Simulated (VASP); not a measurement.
Input of a VASP 6.6.1 run:

Contents of INCAR:

```
PREC = Accurate ; ENCUT = 520
EDIFF = 1E-7 ; ISMEAR = 0
SIGMA = 0.2 ; LREAL = False
LASPH = True ; NELM = 100
ALGO = Normal ; ISIF = 2
LWAVE = False ; LCHARG = False
GGA = PE ; NBANDS = 44
```

File KPOINTS:

```
Automatic mesh
0
Gamma
  5 5 2
```

The input POSCAR:

```
ZrGe2Pd3
1.0
    4.7997899938      0.0000000035      0.0000000000
   -2.3998950000      4.1567400657      0.0000000000
    0.0000000000      0.0000000000      5.3831884359
Zr Ge Pd
1 2 3
Direct
    0.6666666667      0.3333333333      0.0000000000
    0.0000000000      0.0000000000      0.5000000000
    0.6666666667      0.3333333333      0.5000000000
    0.3333333333      0.6666666667      0.0000000000
    0.0000000000      0.0000000000      0.0000000000
    0.3333333333      0.6666666667      0.5000000000
```

Potentials or basis: VASP PAW PBE potentials, release 64 (Zr_sv, Ge_d, Pd).

Command:

```sh
$ cat potpaw_PBE.64/Zr_sv/POTCAR potpaw_PBE.64/Ge_d/POTCAR potpaw_PBE.64/Pd/POTCAR > POTCAR
$ mpirun -np 1 vasp_std > vasp.out
```

Q: What does it give for the pressure?

A: 0.1 GPa.

Q: What does it give for the band gap on the k mesh?

A: Zero (band 35 reaches 8.76 eV, above the bottom of band 36 at 7.67 eV).

Stress tensor (GPa, compression positive):
```
 0.13  0.00  0.00
 0.00  0.13  0.00
 0.00  0.00 -0.06
```

Caveat: the k points lie up to 0.58 Å⁻¹ apart.
